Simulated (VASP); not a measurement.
Here is a VASP 6.6.1 calculation.

File POSCAR:

```
AlN
1.0
    0.0000000000      2.0158859050      2.0158859050
    2.0158859050      0.0000000000      2.0158859050
    2.0158859050      2.0158859050      0.0000000000
Al N
1 1
Direct
    0.5000000000      0.5000000000      0.5000000000
    0.0000000000      0.0000000000      0.0000000000
```

File INCAR.step1:

```
SYSTEM = AlN
PREC     = Accurate       ! precision mode
ENCUT    = 520            ! plane-wave cutoff, eV
EDIFF    = 1E-5           ! SCF threshold, eV
ISMEAR   = -1             ! smearing method
SIGMA    = 0.05           ! smearing width, eV
LREAL    = .FALSE.        ! projectors in reciprocal space
LASPH    = .TRUE.         ! aspherical terms in the spheres
NELM     = 60             ! most SCF steps
ALGO     = Normal         ! electronic algorithm
ISIF     = 2              ! what is computed and relaxed
LWAVE    = .TRUE.         ! write WAVECAR
NBANDS   = 11             ! bands
GGA      = PE             ! functional
```

File INCAR.step2:

```
SYSTEM = AlN
PREC     = Accurate       ! precision mode
ENCUT    = 520            ! plane-wave cutoff, eV
EDIFF    = 1E-6           ! SCF threshold, eV
ISMEAR   = -1             ! smearing method
SIGMA    = 0.05           ! smearing width, eV
LREAL    = .FALSE.        ! projectors in reciprocal space
LASPH    = .TRUE.         ! aspherical terms in the spheres
NELM     = 60             ! most SCF steps
ALGO     = Normal         ! electronic algorithm
ISIF     = 2              ! what is computed and relaxed
LWAVE    = .FALSE.        ! write WAVECAR
LCHARG   = .TRUE.         ! write CHGCAR
GGA      = PE             ! functional
LHFCALC  = .TRUE.         ! exact exchange
AEXX     = 0.25           ! exact-exchange fraction
HFSCREEN = 0.3            ! screening, 1/A
PRECFOCK = Normal       
LELF     = .TRUE.         ! ELF
LVHAR    = .TRUE.       
NBANDS   = 11             ! bands
ISTART   = 1
```

KPOINTS

```
Automatic mesh
0
G
  6 6 6
  0 0 0
```

Potentials or basis: VASP PAW PBE potentials, release 64 (Al, N).

Launch:

```console
$ cat potpaw_PBE.64/Al/POTCAR potpaw_PBE.64/N/POTCAR > POTCAR
$ cp INCAR.step1 INCAR
$ mpirun -np 1 vasp_std > vasp.out
$ cp INCAR.step2 INCAR
$ mpirun -np 1 vasp_std > vasp.out
```

Problem. What does it give for the pressure?

Solution. 0.1 GPa.

Problem. Predict the band gap on the k mesh.

Solution. 5.81 eV, indirect (least direct gap 7.09 eV).

Caveat: the k points lie up to 0.45 Å⁻¹ apart; the PAW data sets were made with another functional, which shifts forces and pressure a little. A k mesh can miss the band edges.
